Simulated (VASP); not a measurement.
# AlNi3 (P6_3/mmc) in VASP: further runs, part 2 of 2

VASP 6.6.1. The steps go on from the part before.

### 4 Relaxation of cell and atoms, PBE, collinear spin, ferromagnetic start

INCAR reads:

```
ALGO = Normal
EDIFF = 1E-7
EDIFFG = -0.04
ENCUT = 600
GGA = PE
IBRION = 2
ISIF = 3
ISMEAR = 0
ISPIN = 2
LASPH = T
LCHARG = F
LMAXMIX = 4
LORBIT = 11
LREAL = F
LWAVE = F
MAGMOM = 0 0 0.21 0.21 0.21 0.21 0.21 0.21
NELM = 150
NSW = 90
PREC = Accurate
SIGMA = 0.1
```

KPOINTS reads:

```
k-points
0
Gamma
  6 6 4
```

POSCAR reads:

```
AlNi3
1.0
    5.0091156652      0.0000000000      0.0000000000
   -2.5045578326      4.3380214166      0.0000000000
    0.0000000000      0.0000000000      4.0402563800
Al Ni
2 6
Direct
    0.6666666700      0.3333333300      0.2500000000
    0.3333333300      0.6666666700      0.7500000000
    0.3285200000      0.1642600000      0.7500000000
    0.8357400000      0.1642600000      0.7500000000
    0.8357400000      0.6714800000      0.7500000000
    0.6714800000      0.8357400000      0.2500000000
    0.1642600000      0.8357400000      0.2500000000
    0.1642600000      0.3285200000      0.2500000000
```

Potentials or basis: VASP PAW PBE potentials, release 64 (Al, Ni).

Run with:

```
> cat potpaw_PBE.64/Al/POTCAR potpaw_PBE.64/Ni/POTCAR > POTCAR
> mpirun -np 1 vasp_std > vasp.out
```

OUTCAR:

```text
EDIFF = 1E-7
   EDIFFG = -0.04
   ENCUT = 600
   GGA = PE
   IBRION = 2
   ISIF = 3
   ISMEAR = 0
   ISPIN = 2
   LASPH = T
   LORBIT = 11
   LREAL = F
   NELM = 150
   NSW = 90
   PREC = Accurate

 ion  position               nearest neighbor table
   1  0.667  0.333  0.250-   4 2.50   4 2.50   3 2.50   3 2.50   5 2.50   5 2.50   8 2.50   6 2.50
                             7 2.50   7 2.50   8 2.50   6 2.50
   2  0.333  0.667  0.750-   7 2.50   7 2.50   6 2.50   6 2.50   8 2.50   8 2.50   5 2.50   3 2.50
                             4 2.50   4 2.50   5 2.50   3 2.50
   3  0.329  0.164  0.750-   4 2.47   5 2.47   8 2.47   8 2.47   7 2.47   7 2.47   1 2.50   1 2.50
                             2 2.50   2 2.50   4 2.54   5 2.54
   4  0.836  0.164  0.750-   3 2.47   5 2.47   8 2.47   8 2.47   6 2.47   6 2.47   1 2.50   1 2.50
                             2 2.50   2 2.50   3 2.54   5 2.54
   5  0.836  0.671  0.750-   3 2.47   4 2.47   6 2.47   7 2.47   6 2.47   7 2.47   1 2.50   1 2.50
                             2 2.50   2 2.50   4 2.54   3 2.54
   6  0.671  0.836  0.250-   7 2.47   8 2.47   5 2.47   5 2.47   4 2.47   4 2.47   2 2.50   2 2.50
                             1 2.50   1 2.50   7 2.54   8 2.54
   7  0.164  0.836  0.250-   6 2.47   8 2.47   5 2.47   5 2.47   3 2.47   3 2.47   2 2.50   2 2.50
                             1 2.50   1 2.50   6 2.54   8 2.54
   8  0.164  0.329  0.250-   6 2.47   7 2.47   3 2.47   4 2.47   3 2.47   4 2.47   2 2.50   2 2.50
                             1 2.50   1 2.50   7 2.54   6 2.54

  LATTYP: Found a hexagonal cell.
 ALAT       =     5.0091156652
 C/A-ratio  =     0.8065807719

  Lattice vectors:

 A1 = (   5.0091156652,   0.0000000000,   0.0000000000)
 A2 = (  -2.5045578326,   4.3380214166,   0.0000000000)
 A3 = (   0.0000000000,   0.0000000000,   4.0402563800)

Analysis of symmetry for initial positions (statically):
=====================================================================
 Subroutine PRICEL returns:
 Original cell was already a primitive cell.

 Routine SETGRP: Setting up the symmetry group for a
 hexagonal supercell.

 Subroutine GETGRP returns: Found 24 space group operations
 (whereof 12 operations were pure point group operations)
 out of a pool of 24 trial point group operations.

The static configuration has the point symmetry D_3d.
[... 184 lines left out ...]
  ---------------------------------------------------
  free energy    TOTEN  =       -43.65246619 eV

  energy without entropy =      -43.60598470  energy(sigma->0) =      -43.62922544

------------------------ aborting loop because EDIFF is reached ----------------------------------------

  FORCE on cell =-STRESS in cart. coord.  units (eV):
  Direction    XX          YY          ZZ          XY          YZ          ZX
  --------------------------------------------------------------------------------------
  -------------------------------------------------------------------------------------
  Total        3.8345054      3.8345054      3.4899898      0.0000000      0.0000000     -0.0000000
  in kB       69.9774730     69.9774730     63.6902668      0.0000000      0.0000000     -0.0000000
  external PRESSURE =      67.8817376 kB  Pullay stress =       0.0000000 kB
[... 245 lines left out ...]
 number of electron      66.0000026 magnetization       0.0000191

 number of electron      66.0000026 magnetization      -0.0002898

 Free energy of the ion-electron system (eV)
  ---------------------------------------------------
  ext. energy  EPLUGINS =         0.00000000
  ---------------------------------------------------
  free energy    TOTEN  =       -43.70635538 eV

  energy without entropy =      -43.64371861  energy(sigma->0) =      -43.67503699

 E-fermi :   9.4162     XC(G=0): -12.6458

 val. band max:        9.4157224628   @ k =   0.1667   0.0000   0.2500
 cond. band min:       9.4183935406   @ k =   0.1667   0.1667   0.2500
 fundamental gap:      0.0026710778
 Fermi energy:         9.4161624530

 spin component 1

 k-point     1 :       0.0000    0.0000    0.0000
  band No.  band energies     occupation
      1      -0.4907      1.00000
      2       4.0556      1.00000
      3       5.5264      1.00000
      4       5.5264      1.00000
      5       5.7140      1.00000
      6       5.7373      1.00000
[... 892 lines left out ...]
     39      14.4038      0.00000
     40      14.4038      0.00000
 Fermi energy:         9.4161624530

 spin component 2

 k-point     1 :       0.0000    0.0000    0.0000
  band No.  band energies     occupation
      1      -0.4907      1.00000
      2       4.0556      1.00000
      3       5.5263      1.00000
      4       5.5263      1.00000
      5       5.7139      1.00000
      6       5.7372      1.00000
[... 927 lines left out ...]
  FREE ENERGIE OF THE ION-ELECTRON SYSTEM (eV)
  ---------------------------------------------------
  free  energy   TOTEN  =       -43.7063553816 eV

  energy  without entropy=      -43.6437186083  energy(sigma->0) =      -43.67503699

 reached required accuracy - stopping structural energy minimisation

 total charge

# of ion       s       p       d       tot
------------------------------------------
    1        0.402   0.397   0.000   0.798
    2        0.402   0.397   0.000   0.798
    3        0.485   0.506   8.391   9.382
    4        0.485   0.506   8.391   9.382
    5        0.485   0.506   8.391   9.382
    6        0.485   0.506   8.391   9.382
    7        0.485   0.506   8.391   9.382
    8        0.485   0.506   8.391   9.382
--------------------------------------------------
tot          3.712   3.831  50.347  57.890

 magnetization (x)

# of ion       s       p       d       tot
------------------------------------------
    1       -0.000  -0.000   0.000  -0.000
    2       -0.000  -0.000   0.000  -0.000
    3       -0.000  -0.000  -0.000  -0.000
    4       -0.000  -0.000  -0.000  -0.000
    5       -0.000  -0.000  -0.000  -0.000
    6       -0.000  -0.000  -0.000  -0.000
    7       -0.000  -0.000  -0.000  -0.000
    8       -0.000  -0.000  -0.000  -0.000
--------------------------------------------------
tot         -0.000  -0.000  -0.000  -0.000
```

OSZICAR:

```text
N       E                     dE             d eps       ncg     rms          rms(c)
DAV:   1     0.494661056032E+03    0.49466E+03   -0.31793E+04  3360   0.243E+03
DAV:   2    -0.964017796510E+01   -0.50430E+03   -0.48857E+03  3360   0.451E+02
[... 83 lines left out ...]
DAV:   5    -0.437063556818E+02    0.41137E-05   -0.52411E-05  3544   0.759E-02    0.768E-03
DAV:   6    -0.437063556174E+02    0.64366E-07   -0.25476E-06  4992   0.125E-02    0.556E-03
DAV:   7    -0.437063559080E+02   -0.29061E-06   -0.34537E-07  2528   0.724E-03    0.611E-03
DAV:   8    -0.437063557615E+02    0.14650E-06   -0.72054E-08  1776   0.408E-03    0.525E-03
DAV:   9    -0.437063553659E+02    0.39560E-06   -0.78728E-07  3272   0.122E-02    0.172E-03
DAV:  10    -0.437063553816E+02   -0.15711E-07   -0.12726E-07  1816   0.338E-03
   7 F= -.43706355E+02 E0= -.43675037E+02  d E =-.801972E-03  mag=     0.0001
```

It took 18 min on 1 thread of Oxide Virtual Turin-like, shared host; peak memory 0.3 GiB.

Results:

- Free energy: -43.7064 eV
- Relaxed volume: 11.35 Å³/atom
- Relaxed cell: a = 5.072 Å, b = 5.072 Å, c = 4.077 Å, α = 90.00°, β = 90.00°, γ = 120.00°
- Space group after relaxing (to 0.1 Å): P6_3/mmc (No. 194)
- Energy gained by relaxing: 6.7 meV/atom
- Ionic steps: 7
- Pressure after relaxing: 0.1 GPa
- Largest force after relaxing: 0.013 eV/Å
- Band gap on the k mesh: zero (filled and empty bands overlap)
- Net moment: 0.00 μB per cell
- Valence electrons inside the program's atomic spheres: Al 0.80; Ni 9.38

Forces in eV/Å, atoms in the order of the input:
```
Al   0.000  0.000  0.000
Al   0.000  0.000  0.000
Ni   0.011  0.006  0.000
Ni  -0.011  0.006  0.000
Ni   0.000 -0.013  0.000
Ni  -0.011 -0.006  0.000
Ni   0.011 -0.006  0.000
Ni   0.000  0.013  0.000
```

Step by step:
```tsv
step	energy change (eV)	largest force (eV/Å)	pressure (GPa)	volume (Å³)
1	0.0000	0.1213	6.79	87.79
2	-0.0018	0.0182	-5.39	93.83
3	-0.0528	0.0492	0.59	90.68
4	-0.0530	0.0414	-0.29	91.01
5	-0.0531	0.0435	-0.11	90.92
6	-0.0531	0.0450	0.01	90.86
7	-0.0539	0.0125	0.05	90.84
```

Final structure:
```yaml
crystal:
  lattice:
    - [5.07213, 0.00000, 0.00000]
    - [-2.53607, 4.39260, 0.00000]
    - [0.00000, 0.00000, 4.07713]
  atoms:
    - { symbol: Al, position: [0.66667, 0.33333, 0.25000] }
    - { symbol: Al, position: [0.33333, 0.66667, 0.75000] }
    - { symbol: Ni, position: [0.32967, 0.16483, 0.75000] }
    - { symbol: Ni, position: [0.83517, 0.16483, 0.75000] }
    - { symbol: Ni, position: [0.83517, 0.67033, 0.75000] }
    - { symbol: Ni, position: [0.67033, 0.83517, 0.25000] }
    - { symbol: Ni, position: [0.16483, 0.83517, 0.25000] }
    - { symbol: Ni, position: [0.16483, 0.32967, 0.25000] }
```

Caveat: the k points lie up to 0.39 Å⁻¹ apart in the final cell, too coarse for converged energies and pressures of a metal.

### 5 The runs side by side

```tsv
task	cell	cutoff (eV)	gap on the mesh (eV)	pressure (GPa)	moment (μB)	largest force (eV/Å)
single point	a = 5.009, b = 5.009, c = 4.040 Å, angles 90.0, 90.0, 120.0°, 8 atoms	520	none	6.9	1.02	0.12
single point	a = 5.070, b = 5.070, c = 4.080 Å, angles 90.0, 90.0, 120.0°, 8 atoms	520	none	0.2	1.03	0.02
relaxation of cell and atoms	relaxed from a = 5.009, b = 5.009, c = 4.040 Å, angles 90.0, 90.0, 120.0°, 8 atoms	600	none	0.1	0.00	0.01
```

Alike in all rows: level PBE; potentials or basis VASP PAW PBE potentials, release 64 (Al, Ni); spin collinear, ferromagnetic start; k mesh 6 × 6 × 4; smearing gaussian 0.1 eV.

Caveats: all runs use coarse meshes.

Total energies depend on the potentials used, so only differences within one code and one set of settings carry meaning.
